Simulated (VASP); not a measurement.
A run of VASP 6.6.1 is set up as follows.

File INCAR:

```
SYSTEM = Al3O
PREC = Accurate
ENCUT = 520
EDIFF = 1E-6
ISMEAR = 0
SIGMA = 0.1
LREAL = .FALSE.
LASPH = .TRUE.
NELM = 60
ALGO = Normal
ISIF = 2
LWAVE = .FALSE.
LCHARG = .TRUE.
LDIPOL = .TRUE.
IDIPOL = 3
DIPOL = 0.5 0.5 0.328
LELF = .TRUE.
LVHAR = .TRUE.
LVACPOTAV = .TRUE.
NBANDS = 16
```

The input KPOINTS:

```
regular mesh
0
G
  9 9 1
  0 0 0
```

The input POSCAR:

```
Al3O
1.0
    2.8168432364      0.0000000000      0.0000000000
    0.0000000000      2.8168432364      0.0000000000
    0.0000000000      0.0000000000     21.1042970937
Al O
3 1
Direct
    0.5000000000      0.5000000000      0.1895348602
    0.0000000000      0.0000000000      0.2867549192
    0.5000000000      0.5000000000      0.3840117042
    1.0000000000      1.0000000000      0.4527180911
```

Potentials or basis: VASP PAW LDA potentials, release 64 (Al, O).

Command:

```console
$ cat potpaw_LDA.64/Al/POTCAR potpaw_LDA.64/O/POTCAR > POTCAR
$ mpirun -np 1 vasp_std > vasp.out
```

(1) What does it give for the largest force?

## Answers

(1) 5.033 eV/Å.

Caveat: an odd number of electrons without spin polarisation forces a metal; a magnetic or distorted state may lie lower.
